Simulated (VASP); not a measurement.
**SrAl2Br2: single point with r2SCAN**

SrAl2Br2:

```xyz
5
Lattice="2.2575 3.9100 0.0000 -2.2575 3.9100 0.0000 0.0000 0.0000 7.8427" Properties=species:S:1:pos:R:3 pbc="T T T"
Sr    0.0000    0.0000    0.0000
Br    0.0000    2.6067    2.1050
Br    0.0000    5.2133    5.7377
Al    0.0000    2.6067    5.0060
Al    0.0000    5.2133    2.8367
```

- Program: VASP 6.6.1
- Task: single point
- Functional: r2SCAN
- Potentials or basis: VASP PAW PBE potentials, release 64 (Sr_sv, Br, Al)
- Cutoff: 520 eV
- k mesh: 5 × 5 × 3
- Occupations: gaussian, width 0.1049 eV
- Spin: no spin polarisation
- Dipole correction: no
- Further INCAR settings: ALGO = Normal; EDIFF = 1e-06; NBANDS = 23; ISYM = 0

```
Pressure               : 7.1 GPa
Largest force          : 2.244 eV/Å
Band gap on the k mesh : zero (bands 15 and 16 overlap by 0.88 eV)
```

Forces on the atoms (eV/Å):
```
Sr   0.000  0.000  0.000
Br   0.000  0.000 -2.244
Br   0.000  0.000  2.244
Al   0.000  0.000 -0.047
Al   0.000  0.000  0.047
```

Stress tensor (GPa, compression positive):
```
7.60 0.00 0.00
0.00 7.60 0.00
0.00 0.00 6.01
```

Levels at points of the mesh, in eV from the Fermi level:
| k point | band 12 | band 13 | band 14 | band 15 | band 16 | band 17 | band 18 | band 19 |
| --- | --- | --- | --- | --- | --- | --- | --- | --- |
| (0.00, 0.00, 0.00) | -5.67 | -3.94 | -3.17 | 0.57 | 0.94 | 0.94 | 1.56 | 1.66 |

Run time: 5.3 min on 1 thread of Intel(R) Xeon(R) Platinum 8259CL CPU @ 2.50GHz (Skylake/Cascade Lake), with other jobs on the host, peak memory 0.37 GiB.

Caveat: the cell stands under pressure; the PAW data sets were made with another functional, which shifts forces and pressure a little.
